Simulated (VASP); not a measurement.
# Bi2Te3 (R-3m) in VASP: a series of runs, part 2 of 2

VASP 6.6.1. Earlier steps stand in the parts before.

## 3. Electric field gradients, PBEsol (zz strain of +1 %)

Input file INCAR:

```
SYSTEM = Bi2Te3
PREC     = Accurate       ! precision mode
ENCUT    = 520            ! plane-wave cutoff, eV
EDIFF    = 1E-8           ! SCF threshold, eV
ISMEAR   = -1             ! smearing method
SIGMA    = 0.08           ! smearing width, eV
LREAL    = .FALSE.        ! projectors in reciprocal space
LASPH    = .TRUE.         ! aspherical terms in the spheres
NELM     = 60             ! most SCF steps
ALGO     = Normal         ! electronic algorithm
ISIF     = 2              ! what is computed and relaxed
LWAVE    = .FALSE.        ! write WAVECAR
LCHARG   = .FALSE.        ! write CHGCAR
GGA      = PS             ! functional
LEFG     = .TRUE.       
NBANDS   = 32             ! bands
```

Input file KPOINTS:

```
Automatic mesh
0
G
  7 7 7
  0 0 0
```

Input file POSCAR:

```
Bi2Te3
1.0
    2.1930005584      1.2661294627     10.2673267000
   -2.1930005584      1.2661294627     10.2673267000
    0.0000000000     -2.5322589254     10.2673267000
Bi Te
2 3
Direct
    0.4000000000      0.4000000000      0.4000000000
    0.6000000000      0.6000000000      0.6000000000
    0.0000000000      0.0000000000      0.0000000000
    0.2095000000      0.2095000000      0.2095000000
    0.7905000000      0.7905000000      0.7905000000
```

Potentials or basis: VASP PAW PBE potentials, release 64 (Bi_d, Te).

Run with:

```console
cat potpaw_PBE.64/Bi_d/POTCAR potpaw_PBE.64/Te/POTCAR > POTCAR
mpirun -np 1 vasp_std > vasp.out
```

OUTCAR:

```text
SYSTEM = Bi2Te3
   PREC = Accurate
   ENCUT = 520
   EDIFF = 1E-8
   ISMEAR = -1
   LREAL = .FALSE.
   LASPH = .TRUE.
   NELM = 60
   ISIF = 2
   GGA = PS

 ion  position               nearest neighbor table
   1  0.400  0.400  0.400-   5 3.08   5 3.08   5 3.08   3 3.26   3 3.26   3 3.26
   2  0.600  0.600  0.600-   4 3.08   4 3.08   4 3.08   3 3.26   3 3.26   3 3.26
   3  0.000  0.000  0.000-   2 3.26   1 3.26   2 3.26   2 3.26   1 3.26   1 3.26
   4  0.209  0.209  0.209-   2 3.08   2 3.08   2 3.08   5 3.66   5 3.66   5 3.66
   5  0.791  0.791  0.791-   1 3.08   1 3.08   1 3.08   4 3.66   4 3.66   4 3.66

  LATTYP: Found a trigonal (rhomboedric) cell.
 ALAT       =    10.5749861858
 COS(alpha) =     0.9139902149

  Lattice vectors:

 A1 = (   2.1930005584,   1.2661294627,  10.2673267000)
 A2 = (  -2.1930005584,   1.2661294627,  10.2673267000)
 A3 = (   0.0000000000,  -2.5322589254,  10.2673267000)

Analysis of symmetry for initial positions (statically):
=====================================================================
 Subroutine PRICEL returns:
 Original cell was already a primitive cell.

 Routine SETGRP: Setting up the symmetry group for a
 trigonal (rhombohedral) supercell.

 Subroutine GETGRP returns: Found 12 space group operations
 (whereof 12 operations were pure point group operations)
 out of a pool of 12 trial point group operations.

The static configuration has the point symmetry D_3d.

Analysis of symmetry for dynamics (positions and initial velocities):
=====================================================================
[... 1017 lines left out ...]
  -------------------------------------------------------------------------------------
  Total       -0.9386454     -0.9386454     -1.6488417      0.0000000     -0.0000000      0.0000000
  in kB       -8.7919790     -8.7919790    -15.4441519      0.0000000     -0.0000000      0.0000000
  external PRESSURE =     -11.0093700 kB  Pullay stress =       0.0000000 kB

 VOLUME and BASIS-vectors are now :
 -----------------------------------------------------------------------------
  energy-cutoff  :      520.00
  volume of cell :      171.05
      direct lattice vectors                 reciprocal lattice vectors
     2.193000558  1.266129463 10.267326700     0.227998118  0.131634775  0.032465445
    -2.193000558  1.266129463 10.267326700    -0.227998118  0.131634775  0.032465445
     0.000000000 -2.532258925 10.267326700     0.000000000 -0.263269550  0.032465445

 POSITION                                       TOTAL-FORCE (eV/Angst)
 -----------------------------------------------------------------------------------
      0.00000      0.00000     12.32079         0.000000      0.000000      0.060849
      0.00000      0.00000     18.48119         0.000000     -0.000000     -0.060849
      0.00000      0.00000      0.00000         0.000000     -0.000000     -0.000000
      0.00000      0.00000      6.45301         0.000000      0.000000      0.182709
      0.00000      0.00000     24.34897         0.000000     -0.000000     -0.182709
 -----------------------------------------------------------------------------------
    total drift:                               -0.000000     -0.000000     -0.000000

  FREE ENERGIE OF THE ION-ELECTRON SYSTEM (eV)
  ---------------------------------------------------
  free  energy   TOTEN  =       -20.2812835672 eV

  energy  without entropy=      -20.2797231831  energy(sigma->0) =      -20.28050338

 Electric field gradients (V/A^2)
---------------------------------------------------------------------
 ion       V_xx      V_yy      V_zz      V_xy      V_xz      V_yz
---------------------------------------------------------------------
   1     -15.776   -15.776    31.551     0.000     0.000     0.000
   2     -15.776   -15.776    31.551     0.000     0.000     0.000
   3     -50.721   -50.721   101.441     0.000    -0.000     0.000
   4      -9.040    -9.040    18.079    -0.000    -0.000     0.000
   5      -9.040    -9.040    18.079    -0.000    -0.000     0.000
---------------------------------------------------------------------

 Electric field gradients after diagonalization (V/A^2)
 (convention: |V_zz| > |V_xx| > |V_yy|)
----------------------------------------------------------------------
 ion       V_xx      V_yy      V_zz     asymmetry (V_yy - V_xx)/ V_zz
----------------------------------------------------------------------
   1     -15.776   -15.776    31.551       0.000
   2     -15.776   -15.776    31.551       0.000
   3     -50.721   -50.721   101.441       0.000
   4      -9.040    -9.040    18.079       0.000
   5      -9.040    -9.040    18.079       0.000
----------------------------------------------------------------------

           NMR quadrupolar parameters

 Cq : quadrupolar parameter    Cq=e*Q*V_zz/h
 eta: asymmetry parameters     (V_yy - V_xx)/ V_zz
 Q  : nuclear electric quadrupole moment in mb (millibarn)
----------------------------------------------------------------------
 ion       Cq(MHz)       eta       Q (mb)
----------------------------------------------------------------------
   1       0.076       0.000       1.000
   2       0.076       0.000       1.000
   3       0.245       0.000       1.000
   4       0.044       0.000       1.000
   5       0.044       0.000       1.000
----------------------------------------------------------------------
```

OSZICAR:

```text
N       E                     dE             d eps       ncg     rms          rms(c)
DAV:   1     0.429669011020E+03    0.42967E+03   -0.21574E+04  2816   0.145E+03
DAV:   2     0.254336414776E+02   -0.40424E+03   -0.38822E+03  2936   0.374E+02
DAV:   3    -0.185792204675E+02   -0.44013E+02   -0.41943E+02  3640   0.135E+02
DAV:   4    -0.204736004067E+02   -0.18944E+01   -0.18880E+01  3120   0.301E+01
DAV:   5    -0.205621719543E+02   -0.88572E-01   -0.88566E-01  4224   0.646E+00    0.763E+00
DAV:   6    -0.202823009432E+02    0.27987E+00   -0.34046E-01  3856   0.468E+00    0.553E+00
DAV:   7    -0.202827134946E+02   -0.41255E-03   -0.19866E-01  3512   0.201E+00    0.107E+00
DAV:   8    -0.202816220852E+02    0.10914E-02   -0.27395E-02  3144   0.955E-01    0.516E-01
DAV:   9    -0.202811684078E+02    0.45368E-03   -0.26721E-03  3480   0.364E-01    0.321E-01
DAV:  10    -0.202812789039E+02   -0.11050E-03   -0.81240E-04  3064   0.155E-01    0.560E-02
DAV:  11    -0.202812818645E+02   -0.29606E-05   -0.41360E-05  3408   0.419E-02    0.277E-02
DAV:  12    -0.202812840532E+02   -0.21887E-05   -0.17839E-05  3888   0.185E-02    0.182E-02
DAV:  13    -0.202812837102E+02    0.34306E-06   -0.15426E-06  3144   0.656E-03    0.285E-03
DAV:  14    -0.202812837196E+02   -0.94224E-08   -0.43159E-07  3104   0.306E-03    0.178E-03
DAV:  15    -0.202812835886E+02    0.13098E-06   -0.83676E-08  2696   0.169E-03    0.114E-03
DAV:  16    -0.202812835739E+02    0.14674E-07   -0.79702E-09  2088   0.744E-04    0.152E-04
DAV:  17    -0.202812835672E+02    0.67430E-08   -0.44104E-09  1600   0.422E-04
   1 F= -.20281284E+02 E0= -.20280503E+02  d E =-.156038E-02
```

Run time: 39 min. Hardware: 1 thread of Oxide Virtual Turin-like, shared host; peak memory 0.97 GiB.

What came out:

| Quantity | Value |
| --- | --- |
| Free energy | -20.2813 eV |
| Pressure | -1.1 GPa |
| Largest force | 0.183 eV/Å |
| Band gap on the k mesh | 0.26 eV |
| Largest electric field gradient by atom | Bi +31.6; Te +101.4, +18.1 (each value once) V/Å² |

Forces on the atoms (eV/Å):
```
Bi   0.000  0.000  0.061
Bi   0.000  0.000 -0.061
Te   0.000  0.000  0.000
Te   0.000  0.000  0.183
Te   0.000  0.000 -0.183
```

Electric field gradients, principal values (V/Å²):
```tsv
atom	least	middle	greatest (by size)
1 Bi	-15.776	-15.776	31.551
2 Bi	-15.776	-15.776	31.551
3 Te	-50.721	-50.721	101.441
4 Te	-9.040	-9.040	18.079
5 Te	-9.040	-9.040	18.079
```

Caveat: the cell differs from its parent crystal (zz strain of +1 %); without QUAD_EFG the Cq values of the log hold for a quadrupole moment of 1 mb, not for the nuclei; the PAW data sets were made with another functional, which shifts forces and pressure a little; spin-orbit coupling is left out, which moves the levels of the heavy elements. A k mesh can miss the band edges.
